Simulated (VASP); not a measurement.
# Zn (Im-3m) in VASP: a series of runs, part 2 of 2

VASP 6.6.1.

### Step 4. Single point, PBEsol

This run uses another cell than the first one, of 16.38 Å³/atom, 1.019 times its volume.

The input, INCAR:

```
SYSTEM = Zn
PREC     = Accurate       ! precision mode
ENCUT    = 520            ! plane-wave cutoff, eV
EDIFF    = 1E-6           ! SCF threshold, eV
ISMEAR   = -1             ! smearing method
SIGMA    = 0.05           ! smearing width, eV
LREAL    = .FALSE.        ! projectors in reciprocal space
LASPH    = .TRUE.         ! aspherical terms in the spheres
NELM     = 80             ! most SCF steps
ALGO     = Normal         ! electronic algorithm
ISIF     = 2              ! what is computed and relaxed
LWAVE    = .FALSE.        ! write WAVECAR
LCHARG   = .FALSE.        ! write CHGCAR
GGA      = PS             ! functional
NBANDS   = 12             ! bands
```

The input, KPOINTS:

```
Automatic mesh
0
G
  12 12 12
  0 0 0
```

The input, POSCAR:

```
Zn
1.0
   -1.5998102441      1.5998102441      1.5998102441
    1.5998102441     -1.5998102441      1.5998102441
    1.5998102441      1.5998102441     -1.5998102441
Zn
1
Direct
    0.0000000000      0.0000000000      0.0000000000
```

Potentials or basis: VASP PAW PBE potentials, release 64 (Zn).

The run is started by

```sh
> cat potpaw_PBE.64/Zn/POTCAR > POTCAR
> mpirun -np 1 vasp_std > vasp.out
```

OUTCAR:

```text
SYSTEM = Zn
   PREC = Accurate
   ENCUT = 520
   EDIFF = 1E-6
   ISMEAR = -1
   LREAL = .FALSE.
   LASPH = .TRUE.
   NELM = 80
   ISIF = 2
   GGA = PS

 ion  position               nearest neighbor table
   1  0.000  0.000  0.000-

  LATTYP: Found a body centered cubic cell.
 ALAT       =     3.1996204882

  Lattice vectors:

 A1 = (  -1.5998102441,   1.5998102441,   1.5998102441)
 A2 = (   1.5998102441,  -1.5998102441,   1.5998102441)
 A3 = (   1.5998102441,   1.5998102441,  -1.5998102441)

Analysis of symmetry for initial positions (statically):
=====================================================================
 Subroutine PRICEL returns:
 Original cell was already a primitive cell.

 Routine SETGRP: Setting up the symmetry group for a
 body centered cubic supercell.

 Subroutine GETGRP returns: Found 48 space group operations
 (whereof 48 operations were pure point group operations)
 out of a pool of 48 trial point group operations.

The static configuration has the point symmetry O_h .

Analysis of symmetry for dynamics (positions and initial velocities):
=====================================================================
 Subroutine PRICEL returns:
 Original cell was already a primitive cell.

 Routine SETGRP: Setting up the symmetry group for a
 body centered cubic supercell.

 Subroutine GETGRP returns: Found 48 space group operations
 (whereof 48 operations were pure point group operations)
 out of a pool of 48 trial point group operations.

The dynamic configuration has the point symmetry O_h .

 Subroutine INISYM returns: Found 48 space group operations
 (whereof 48 operations are pure point group operations),
 and found     1 'primitive' translations

----------------------------------------------------------------------------------------

[... 109 lines left out ...]
     AMIX     =   0.40;   BMIX     =  1.00
     AMIX_MAG =   1.60;   BMIX_MAG =  1.00
  volume/ion in A,a.u.               =      16.38       110.53
  Fermi-wavevector in a.u.,A,eV,Ry     =   1.475865  2.788981 29.635923  2.178179
  Thomas-Fermi vector in A             =   2.590462
   LORBIT       =      0    0 simple, 1 ext, 2 COOP (PROOUT), +10 PAW based schemes
   GGA     = PS    functional components
   LHFCALC =     F    Hartree Fock is set to
   AEXX    =    0.0000 exact exchange contribution
   IVDW    =     0    specifies the selected vdW correction
   LEPSILON=     F    determine dielectric tensor
   LRPA    =     F    only Hartree local field effects (RPA)
 non-spin polarized calculation
  energy-cutoff  :      520.00
  volume of cell :       16.38
 maximum number of plane-waves:       466
 NGX is ok and might be reduce to    24
   NGX = 11   NGY = 11   NGZ = 11

 number of electron      12.0000011 magnetization

 Free energy of the ion-electron system (eV)
  ---------------------------------------------------
  ext. energy  EPLUGINS =         0.00000000
  ---------------------------------------------------
  free energy    TOTEN  =        -1.43336652 eV

  energy without entropy =       -1.43029490  energy(sigma->0) =       -1.43183071

 E-fermi :   2.4535     XC(G=0): -11.3288

 val. band max:        2.4409322646   @ k =   0.5000   0.5000   0.2500
 cond. band min:       2.6142843099   @ k =   0.3333   0.2500   0.0833
 fundamental gap:      0.1733520453
 Fermi energy:         2.4534599442

 k-point     1 :       0.0000    0.0000    0.0000
  band No.  band energies     occupation
      1      -7.3786      2.00000
      2      -5.0513      2.00000
      3      -5.0513      2.00000
      4      -5.0513      2.00000
      5      -4.5994      2.00000
      6      -4.5994      2.00000
      7      20.5118      0.00000
      8      20.5118      0.00000
      9      20.5118      0.00000
     10      22.7281      0.00000
     11      22.7281      0.00000
     12      22.7281      0.00000
[... 331 lines left out ...]
 k-point    24 :       0.4167    0.0833    0.0833
  band No.  band energies     occupation
      1      -5.4951      2.00000
      2      -5.3131      2.00000
      3      -4.6095      2.00000
      4      -4.5703      2.00000
      5      -4.5016      2.00000
      6       0.7215      2.00000
      7       1.6917      2.00000
      8      10.6362      0.00000
      9      11.4480      0.00000
     10      21.3258      0.00000
     11      21.9104      0.00000
     12      29.5079      0.00000

 [... further k-points ...]
[... 5 lines left out ...]
  --------------------------------------------------------------------------------------
  -------------------------------------------------------------------------------------
  Total       -0.7544975     -0.7544975     -0.7544975      0.0000000      0.0000000      0.0000000
  in kB      -73.8079247    -73.8079247    -73.8079247      0.0000000      0.0000000      0.0000000
  external PRESSURE =     -73.8079247 kB  Pullay stress =       0.0000000 kB

 VOLUME and BASIS-vectors are now :
 -----------------------------------------------------------------------------
  energy-cutoff  :      520.00
  volume of cell :       16.38
      direct lattice vectors                 reciprocal lattice vectors
    -1.599810244  1.599810244  1.599810244     0.000000000  0.312537066  0.312537066
     1.599810244 -1.599810244  1.599810244     0.312537066  0.000000000  0.312537066
     1.599810244  1.599810244 -1.599810244     0.312537066  0.312537066  0.000000000

 POSITION                                       TOTAL-FORCE (eV/Angst)
 -----------------------------------------------------------------------------------
      0.00000      0.00000      0.00000         0.000000      0.000000     -0.000000
 -----------------------------------------------------------------------------------
    total drift:                               -0.000000      0.000000      0.000000

  FREE ENERGIE OF THE ION-ELECTRON SYSTEM (eV)
  ---------------------------------------------------
  free  energy   TOTEN  =        -1.4333665187 eV

  energy  without entropy=       -1.4302948982  energy(sigma->0) =       -1.43183071
```

OSZICAR:

```text
N       E                     dE             d eps       ncg     rms          rms(c)
DAV:   1     0.422904634585E+02    0.42290E+02   -0.64077E+03  1800   0.150E+03
DAV:   2    -0.257396075880E+00   -0.42548E+02   -0.40184E+02  1800   0.211E+02
DAV:   3    -0.154469200234E+01   -0.12873E+01   -0.12856E+01  1992   0.369E+01
DAV:   4    -0.154775591705E+01   -0.30639E-02   -0.30638E-02  1968   0.177E+00
DAV:   5    -0.154775846759E+01   -0.25505E-05   -0.25506E-05  1936   0.497E-02    0.245E+00
DAV:   6    -0.144152425631E+01    0.10623E+00   -0.57712E-01  1972   0.152E+01    0.191E+00
DAV:   7    -0.143597066948E+01    0.55536E-02   -0.11286E-02  1928   0.207E+00    0.969E-01
DAV:   8    -0.143336918832E+01    0.26015E-02   -0.11088E-03  2260   0.447E-01    0.332E-02
DAV:   9    -0.143336650403E+01    0.26843E-05   -0.86680E-05  2632   0.141E-01    0.217E-02
DAV:  10    -0.143336651867E+01   -0.14641E-07   -0.64746E-06  1856   0.426E-02
   1 F= -.14333665E+01 E0= -.14318307E+01  d E =-.307162E-02
```

stdout:

```text
POSCAR found type information on POSCAR Zn
 POSCAR found :  1 types and       1 ions
 scaLAPACK will be used
 -----------------------------------------------------------------------------
|                                                                             |
|                                                                             |
|     You enforced a specific xc type in the INCAR file but a different       |
|     I HOPE YOU KNOW WHAT YOU ARE DOING!                                     |
|                                                                             |
 -----------------------------------------------------------------------------

 LDA part: xc-table for (Slater+PW92), standard interpolation
 POSCAR, INCAR and KPOINTS ok, starting setup
 FFT: planning ... GRIDC
 FFT: planning ... GRID_SOFT
 FFT: planning ... GRID
 WAVECAR not read
 entering main loop
```

Run time: 16 s. Hardware: 1 thread of Intel Xeon 8259CL, shared host; peak memory 0.14 GiB.

What came out:

```yaml
Free_energy: -1.4334 eV
Pressure: -7.4 GPa
Band_gap_on_the_k_mesh: zero (band 6 reaches 6.58 eV, above the bottom of band 7 at 1.41 eV)
```

Caveat: the PAW data sets were made with another functional, which shifts forces and pressure a little.

### Step 5. Summary

| level | potentials or basis | cell | gap on the mesh (eV) | pressure (GPa) |
| --- | --- | --- | --- | --- |
| PBEsol | VASP PAW PBE potentials, release 64 (Zn) | a = 2.753 Å, angles 109.5°, 1 atom | none | -6.6 |
| LDA | VASP PAW LDA potentials, release 64 (Zn) | a = 2.771 Å, angles 109.5°, 1 atom | none | -10.1 |
| PBEsol | VASP PAW PBE potentials, release 64 (Zn) | a = 2.771 Å, angles 109.5°, 1 atom | none | -7.4 |

Alike in all rows: task single point; no spin polarisation; k mesh 12 × 12 × 12; cutoff (eV) 520; smearing fermi-dirac 0.05 eV.

Caveats: the PAW data sets were made with another functional, which shifts forces and pressure a little (some runs).

Total energies depend on the potentials used, so only differences within one code and one set of settings carry meaning.
